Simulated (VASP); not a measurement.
# SiO2 (P4_2/mnm) in VASP: further runs

The runs below take SiO2 through single point, with PBE.

All numbers are computed with VASP 6.6.1; they aren't measurements. Logs are shortened: lines on timing, memory, paths and dates and some standing lists are left out, and cuts for length are marked.

### Step 1. The cell of the first run

The structure is tetragonal, space group P4_2/mnm (No. 136). Conventional cell: a = 4.152 Å, b = 4.152 Å, c = 2.800 Å, α = 90.00°, β = 90.00°, γ = 90.00°. Within 2.4 Å of Si (site symmetry mmm) lie 6 O at 1.80 Å. O (site symmetry m2m) has 3 Si at 1.80 Å and 1 O at 2.27 Å within 2.4 Å.

### Step 2. Single point, PBE (8.04 Å³/atom)

INCAR

```
SYSTEM = SiO2
ALGO = Normal
EDIFF = 1E-6
ENCUT = 520
GGA = PE
ISIF = 2
ISMEAR = 0
LASPH = .TRUE.
LCHARG = .FALSE.
LREAL = .FALSE.
LWAVE = .FALSE.
NBANDS = 25
NELM = 60
PREC = Accurate
SIGMA = 0.05
```

KPOINTS

```
k-points
0
G
  6 6 10
  0 0 0
```

POSCAR

```
SiO2
1.0
    4.1515185303      0.0000000000      0.0000000000
    0.0000000000      4.1515185303      0.0000000000
    0.0000000000      0.0000000000      2.8001992487
Si O
2 4
Direct
    0.5000000000      0.5000000000      0.5000000000
    0.0000000000      0.0000000000      0.0000000000
    0.6930127928      0.6930127928      0.0000000000
    0.1930127928      0.8069872072      0.5000000000
    0.3069872072      0.3069872072      0.0000000000
    0.8069872072      0.1930127928      0.5000000000
```

Potentials or basis: VASP PAW PBE potentials, release 64 (Si, O).

On the command line:

```console
cat potpaw_PBE.64/Si/POTCAR potpaw_PBE.64/O/POTCAR > POTCAR
mpirun -np 1 vasp_std > vasp.out
```

OUTCAR:

```text
SYSTEM = SiO2
   EDIFF = 1E-6
   ENCUT = 520
   GGA = PE
   ISIF = 2
   ISMEAR = 0
   LASPH = .TRUE.
   LREAL = .FALSE.
   NELM = 60
   PREC = Accurate

 ion  position               nearest neighbor table
   1  0.500  0.500  0.500-   3 1.80   5 1.80   3 1.80   5 1.80   4 1.80   6 1.80
   2  0.000  0.000  0.000-   4 1.80   6 1.80   4 1.80   6 1.80   5 1.80   3 1.80
   3  0.693  0.693  0.000-   1 1.80   1 1.80   2 1.80
   4  0.193  0.807  0.500-   2 1.80   2 1.80   1 1.80
   5  0.307  0.307  0.000-   1 1.80   1 1.80   2 1.80
   6  0.807  0.193  0.500-   2 1.80   2 1.80   1 1.80

  LATTYP: Found a simple tetragonal cell.
 ALAT       =     4.1515185303
 C/A-ratio  =     0.6745000000

  Lattice vectors:

 A1 = (   4.1515185303,   0.0000000000,   0.0000000000)
 A2 = (   0.0000000000,   4.1515185303,   0.0000000000)
 A3 = (   0.0000000000,   0.0000000000,   2.8001992487)

Analysis of symmetry for initial positions (statically):
=====================================================================
 Subroutine PRICEL returns:
 Original cell was already a primitive cell.

 Routine SETGRP: Setting up the symmetry group for a
 simple tetragonal supercell.

 Subroutine GETGRP returns: Found 16 space group operations
 (whereof  8 operations were pure point group operations)
 out of a pool of 16 trial point group operations.

The static configuration has the point symmetry D_2h.
 The point group associated with its full space group is D_4h.

Analysis of symmetry for dynamics (positions and initial velocities):
=====================================================================
 Subroutine PRICEL returns:
 Original cell was already a primitive cell.

 Routine SETGRP: Setting up the symmetry group for a
 simple tetragonal supercell.

 Subroutine GETGRP returns: Found 16 space group operations
 (whereof  8 operations were pure point group operations)
 out of a pool of 16 trial point group operations.

The dynamic configuration has the point symmetry D_2h.
 The point group associated with its full space group is D_4h.

 Subroutine INISYM returns: Found 16 space group operations
 (whereof  8 operations are pure point group operations),
 and found     1 'primitive' translations

----------------------------------------------------------------------------------------

                                     Primitive cell

  volume of cell :      48.2617

  direct lattice vectors                    reciprocal lattice vectors
     4.151518530  0.000000000  0.000000000     0.240875716  0.000000000  0.000000000
     0.000000000  4.151518530  0.000000000     0.000000000  0.240875716  0.000000000
     0.000000000  0.000000000  2.800199249     0.000000000  0.000000000  0.357117445

  length of vectors
     4.151518530  4.151518530  2.800199249     0.240875716  0.240875716  0.357117445

  position of ions in fractional coordinates (direct lattice)
     0.500000000  0.500000000  0.500000000
     0.000000000  0.000000000  0.000000000
     0.693012793  0.693012793  0.000000000
     0.193012793  0.806987207  0.500000000
     0.306987207  0.306987207  0.000000000
     0.806987207  0.193012793  0.500000000

  ion indices of the primitive-cell ions
   primitive index   ion index
                 1           1
                 2           2
                 3           3
                 4           4
                 5           5
                 6           6

----------------------------------------------------------------------------------------

 KPOINTS: k-points

Automatic generation of k-mesh.
 Grid dimensions read from file:
 generate k-points for:    6    6   10

 Generating k-lattice:

  Cartesian coordinates                     Fractional coordinates (reciprocal lattice)
     0.040145953  0.000000000  0.000000000     0.166666667  0.000000000  0.000000000
     0.000000000  0.040145953  0.000000000     0.000000000  0.166666667  0.000000000
     0.000000000  0.000000000  0.035711744     0.000000000  0.000000000  0.100000000

  Length of vectors
     0.040145953  0.040145953  0.035711744

  Shift w.r.t. Gamma in fractional coordinates (k-lattice)
     0.000000000  0.000000000  0.000000000

 Subroutine IBZKPT returns following result:
 ===========================================

 Found     60 irreducible k-points:

 Following reciprocal coordinates:
            Coordinates               Weight
  0.000000  0.000000  0.000000      1.000000
  0.166667  0.000000  0.000000      4.000000
  0.333333  0.000000  0.000000      4.000000
  0.500000  0.000000  0.000000      2.000000
  0.166667  0.166667  0.000000      4.000000
  0.333333  0.166667  0.000000      8.000000
[... 16 lines left out ...]
  0.333333  0.000000  0.200000      8.000000
  0.500000  0.000000  0.200000      4.000000
 [... further k-points ...]
   k-points           NKPTS =     60   k-points in BZ     NKDIM =     60   number of bands    NBANDS=     25
   number of dos      NEDOS =    301   number of ions     NIONS =      6
   total plane-waves  NPLWV =  24576
   dimension x,y,z NGX =    32 NGY =   32 NGZ =   24
   dimension x,y,z NGXF=    64 NGYF=   64 NGZF=   48
   ions per type =               2   4
   NGX,Y,Z   is equivalent  to a cutoff of  12.81, 12.81, 14.25 a.u.
   NGXF,Y,Z  is equivalent  to a cutoff of  25.63, 25.63, 28.50 a.u.
 SYSTEM =  SiO2
   PREC   = accura    normal or accurate (medium, high low for compatibility)
   ISTART =      0    job   : 0-new  1-cont  2-samecut
   ICHARG =      2    charge: 1-file 2-atom 10-const
   ISPIN  =      1    spin polarized calculation?
   LNONCOLLINEAR =      F non collinear calculations
   LSORBIT =      F    spin-orbit coupling
   LASPH  =      T    aspherical Exc in radial PAW
   ENCUT  =  520.0 eV  38.22 Ry    6.18 a.u.   7.72  7.72  5.21*2*pi/ulx,y,z
   NELM   =     60;   NELMIN=  2; NELMDL= -5     # of ELM steps
   EDIFF  = 0.1E-05   stopping-criterion for ELM
   LREAL  =      F    real-space projection
   EDIFFG = 0.1E-04   stopping-criterion for IOM
   NSW    =      0    number of steps for IOM
   IBRION =     -1    ionic relax: 0-MD 1-quasi-New 2-CG
   NFREE  =      0    steps in history (QN), initial steepest desc. (CG)
   ISIF   =      2    stress and relaxation
   ISYM   =      2    0-nonsym 1-usesym 2-fastsym
   POTIM  = 0.5000    time-step for ionic-motion
   TEBEG  =    0.0;   TEEND  =   0.0 temperature during run
   PSTRESS=    0.0 pullay stress
   NELECT =      32.0000    total number of electrons
   NUPDOWN=      -1.0000    fix difference up-down
   EMIN   =  10.00;   EMAX   =-10.00  energy-range for DOS
   EFERMI =   0.00;   METHOD = LEGACY
   ISMEAR =     0;   SIGMA  =   0.05  broadening in eV -4-tet -1-fermi 0-gaus
   EFERMI_NEDOS =   21; number of points for ismear=-14 and -15
   IALGO  =     38    algorithm
   IMIX   =      4    mixing-type and parameters
     AMIX     =   0.40;   BMIX     =  1.00
     AMIX_MAG =   1.60;   BMIX_MAG =  1.00
  volume/ion in A,a.u.               =       8.04        54.28
  Fermi-wavevector in a.u.,A,eV,Ry     =   1.427547  2.697673 27.727197  2.037891
  Thomas-Fermi vector in A             =   2.547705
   LORBIT       =      0    0 simple, 1 ext, 2 COOP (PROOUT), +10 PAW based schemes
   GGA     = PE    functional components
   LHFCALC =     F    Hartree Fock is set to
   AEXX    =    0.0000 exact exchange contribution
   IVDW    =     0    specifies the selected vdW correction
   LEPSILON=     F    determine dielectric tensor
   LRPA    =     F    only Hartree local field effects (RPA)
 non-spin polarized calculation
 Gauss-broadening in eV      SIGMA  =   0.05
  energy-cutoff  :      520.00
  volume of cell :       48.26
 maximum number of plane-waves:      1344
 NGX is ok and might be reduce to    32
   NGX = 15   NGY = 15   NGZ = 11

 number of electron      31.9999993 magnetization

 Free energy of the ion-electron system (eV)
  ---------------------------------------------------
  ext. energy  EPLUGINS =         0.00000000
  ---------------------------------------------------
  free energy    TOTEN  =       -46.17151554 eV

  energy without entropy =      -46.17151554  energy(sigma->0) =      -46.17151554

 E-fermi :   8.1017     XC(G=0): -12.1085

 val. band max:        7.7985308758   @ k =   0.0000   0.0000   0.0000
 cond. band min:      12.5691936550   @ k =   0.0000   0.0000   0.0000
 fundamental gap:      4.7706627793
 Fermi energy:         8.1017029746

 k-point     1 :       0.0000    0.0000    0.0000
  band No.  band energies     occupation
      1     -14.3539      2.00000
      2     -10.7735      2.00000
      3     -10.7735      2.00000
      4     -10.5195      2.00000
      5      -2.7970      2.00000
      6       1.8770      2.00000
[... 17 lines left out ...]
     24      22.0518      0.00000
     25      23.3582      0.00000

 k-point     2 :       0.1667    0.0000    0.0000
  band No.  band energies     occupation
      1     -14.2081      2.00000
      2     -11.4026      2.00000
      3     -10.7040      2.00000
      4     -10.2019      2.00000
      5      -2.5671      2.00000
      6       1.0862      2.00000
[... 17 lines left out ...]
     24      21.4930      0.00000
     25      23.1734      0.00000

 k-point     3 :       0.3333    0.0000    0.0000
  band No.  band energies     occupation
      1     -13.7818      2.00000
      2     -12.2769      2.00000
      3     -10.5170      2.00000
      4     -10.1264      2.00000
      5      -1.9591      2.00000
      6      -0.0535      2.00000
[... 17 lines left out ...]
     24      21.6013      0.00000
     25      21.6751      0.00000

 k-point     4 :       0.5000    0.0000    0.0000
  band No.  band energies     occupation
      1     -13.1132      2.00000
      2     -13.1132      2.00000
      3     -10.2834      2.00000
      4     -10.2834      2.00000
      5      -1.0987      2.00000
      6      -1.0987      2.00000
[... 17 lines left out ...]
     24      20.3261      0.00000
     25      22.7453      0.00000
[... 477 lines left out ...]
 k-point    22 :       0.1667    0.0000    0.2000
  band No.  band energies     occupation
      1     -13.7521      2.00000
      2     -11.2016      2.00000
      3     -10.5267      2.00000
      4     -10.2449      2.00000
      5      -2.4231      2.00000
      6       0.8823      2.00000
[... 17 lines left out ...]
     24      21.3465      0.00000
     25      21.6340      0.00000

 k-point    23 :       0.3333    0.0000    0.2000
  band No.  band energies     occupation
      1     -13.3513      2.00000
      2     -11.9695      2.00000
      3     -10.3954      2.00000
      4     -10.1586      2.00000
      5      -1.6986      2.00000
      6       0.2201      2.00000
[... 17 lines left out ...]
     24      20.2404      0.00000
     25      21.8407      0.00000

 k-point    24 :       0.5000    0.0000    0.2000
  band No.  band energies     occupation
      1     -12.7298      2.00000
      2     -12.7298      2.00000
      3     -10.2429      2.00000
      4     -10.2429      2.00000
      5      -0.7603      2.00000
      6      -0.7603      2.00000
[... 17 lines left out ...]
     24      19.8517      0.00000
     25      21.7098      0.00000

 [... further k-points ...]
[... 5 lines left out ...]
  --------------------------------------------------------------------------------------
  -------------------------------------------------------------------------------------
  Total        1.8238721      1.8238721     -5.4164771      0.0000000      0.0000000      0.0000000
  in kB       60.5483140     60.5483140   -179.8144535      0.0000000      0.0000000      0.0000000
  external PRESSURE =     -19.5726085 kB  Pullay stress =       0.0000000 kB

 VOLUME and BASIS-vectors are now :
 -----------------------------------------------------------------------------
  energy-cutoff  :      520.00
  volume of cell :       48.26
      direct lattice vectors                 reciprocal lattice vectors
     4.151518530  0.000000000  0.000000000     0.240875716  0.000000000  0.000000000
     0.000000000  4.151518530  0.000000000     0.000000000  0.240875716  0.000000000
     0.000000000  0.000000000  2.800199249     0.000000000  0.000000000  0.357117445

 POSITION                                       TOTAL-FORCE (eV/Angst)
 -----------------------------------------------------------------------------------
      2.07576      2.07576      1.40010         0.000000     -0.000000      0.000000
      0.00000      0.00000      0.00000         0.000000     -0.000000      0.000000
      2.87706      2.87706      0.00000         0.297405      0.297405      0.000000
      0.80130      3.35022      1.40010         0.297405     -0.297405      0.000000
      1.27446      1.27446      0.00000        -0.297405     -0.297405     -0.000000
      3.35022      0.80130      1.40010        -0.297405      0.297405      0.000000
 -----------------------------------------------------------------------------------
    total drift:                                0.000000      0.000000     -0.000000

  FREE ENERGIE OF THE ION-ELECTRON SYSTEM (eV)
  ---------------------------------------------------
  free  energy   TOTEN  =       -46.1715155420 eV

  energy  without entropy=      -46.1715155420  energy(sigma->0) =      -46.17151554
```

Run time: 25 s. Hardware: 1 thread of AMD EPYC 9R45 (Zen 5), shared host; peak memory 0.16 GiB.

What came out:

| Property | Result |
| --- | --- |
| Free energy | -46.1715 eV |
| Pressure | -2.0 GPa |
| Largest force | 0.421 eV/Å |
| Band gap on the k mesh | 4.77 eV |

Forces on the atoms (eV/Å):
```
Si   0.000  0.000  0.000
Si   0.000  0.000  0.000
O    0.297  0.297  0.000
O    0.297 -0.297  0.000
O   -0.297 -0.297  0.000
O   -0.297  0.297  0.000
```

Stress tensor (GPa, compression positive):
```
  6.05   0.00   0.00
  0.00   6.05   0.00
  0.00   0.00 -17.98
```

Caveat: the stress differs along the axes, from -18 to 6 GPa. A k mesh can miss the band edges.

### Step 3. Single point, PBE (8.04 Å³/atom)

INCAR

```
SYSTEM = SiO2
  PREC = Accurate
  ENCUT = 520
  EDIFF = 1E-6
  ISMEAR = 0
  SIGMA = 0.05
  LREAL = .FALSE.
  LASPH = .TRUE.
  NELM = 60
  ALGO = Normal
  ISIF = 2
  LWAVE = .FALSE.
  LCHARG = .FALSE.
  GGA = PE
  NBANDS = 25
```

KPOINTS

```
Automatic mesh
0
G
  6 6 10
  0 0 0
```

Edit POSCAR of step 2 so:

```diff
@@ -2,5 +2,5 @@
 1.0
-    4.1515185303      0.0000000000      0.0000000000
-    0.0000000000      4.1515185303      0.0000000000
-    0.0000000000      0.0000000000      2.8001992487
+    4.0689508103      0.0000000000      0.0000000000
+    0.0000000000      4.0689508103      0.0000000000
+    0.0000000000      0.0000000000      2.9149963605
 Si O
```

Potentials or basis: VASP PAW PBE potentials, release 64 (Si, O).

On the command line:

```console
cat potpaw_PBE.64/Si/POTCAR potpaw_PBE.64/O/POTCAR > POTCAR
mpirun -np 1 vasp_std > vasp.out
```

It took 23 s on 1 thread of AMD EPYC 9R45 (Zen 5), shared host; peak memory 0.15 GiB.

Results (log left out):

| Property | Result |
| --- | --- |
| Free energy | -45.7503 eV |
| Pressure | -2.6 GPa |
| Largest force | 0.778 eV/Å |
| Band gap on the k mesh | 4.51 eV |

Forces on the atoms (eV/Å):
```
Si   0.000  0.000  0.000
Si   0.000  0.000  0.000
O    0.550  0.550  0.000
O    0.550 -0.550  0.000
O   -0.550 -0.550  0.000
O   -0.550  0.550  0.000
```

Stress tensor (GPa, compression positive):
```
 12.40   0.00   0.00
  0.00  12.40   0.00
  0.00   0.00 -32.55
```

Levels at points of the mesh, in eV from the valence-band top:
| k point | band 14 | band 15 | band 16 | band 17 | band 18 | band 19 |
| --- | --- | --- | --- | --- | --- | --- |
| (0.00, 0.00, 0.00) | -0.66 | -0.66 | 0.00 | 4.51 | 5.13 | 6.83 |
| (0.50, 0.00, 0.00) | -2.79 | -0.88 | -0.88 | 6.48 | 6.48 | 7.59 |
| (0.50, 0.50, 0.00) | -2.80 | -1.67 | -1.67 | 6.12 | 6.12 | 8.76 |
| (0.00, 0.00, 0.50) | -3.09 | -2.34 | -2.34 | 8.84 | 8.84 | 11.94 |
| (0.50, 0.00, 0.50) | -1.82 | -1.47 | -1.47 | 8.72 | 8.72 | 10.53 |
| (0.50, 0.50, 0.50) | -1.30 | -1.25 | -1.25 | 7.14 | 7.14 | 11.23 |

Caveat: the stress differs along the axes, from -33 to 12 GPa. A k mesh can miss the band edges.
